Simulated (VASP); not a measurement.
Runs of VASP 6.6.1 on TePb. The structure is that of space group Fm-3m (No. 225), or close to it. The cells are those of the table. 

| level | cell | k mesh | smearing | gap on the mesh (eV) | pressure (GPa) |
| --- | --- | --- | --- | --- | --- |
| PBE | a = 4.621 Å, angles 60.0°, 2 atoms | 8 × 8 × 8 | fermi-dirac 0.02 eV | 0.80 | 0.6 |
| PBE | a = 4.621 Å, angles 60.0°, 2 atoms | 4 × 4 × 4 | gaussian 0.01 eV | 0.80 | 0.6 |
| r2SCAN | a = 4.621 Å, angles 60.0°, 2 atoms | 8 × 8 × 8 | gaussian 0.01 eV | (a) | 0.0 |
| PBE | a = 4.574, b = 4.621 Å, angles 59.7, 60.7, 59.7°, 2 atoms | 4 × 4 × 4 | gaussian 0.01 eV | (b) | 1.5 |
| r2SCAN | a = 4.574, b = 4.621 Å, angles 59.7, 60.7, 59.7°, 2 atoms | 8 × 8 × 8 | gaussian 0.01 eV | 1.02 | 1.0 |

Alike in all rows: task single point; potentials or basis VASP PAW PBE potentials, release 64 (Te, Pb_d); no spin polarisation; cutoff (eV) 520.

Fill in the values left out.

(a) 1.09; (b) 0.74.

Caveats: spin-orbit coupling is left out, which moves the levels of the heavy elements; the PAW data sets were made with another functional, which shifts forces and pressure a little (some runs).

A k mesh can miss the band edges, and the runs leave out spin-orbit coupling on Pb, Te.
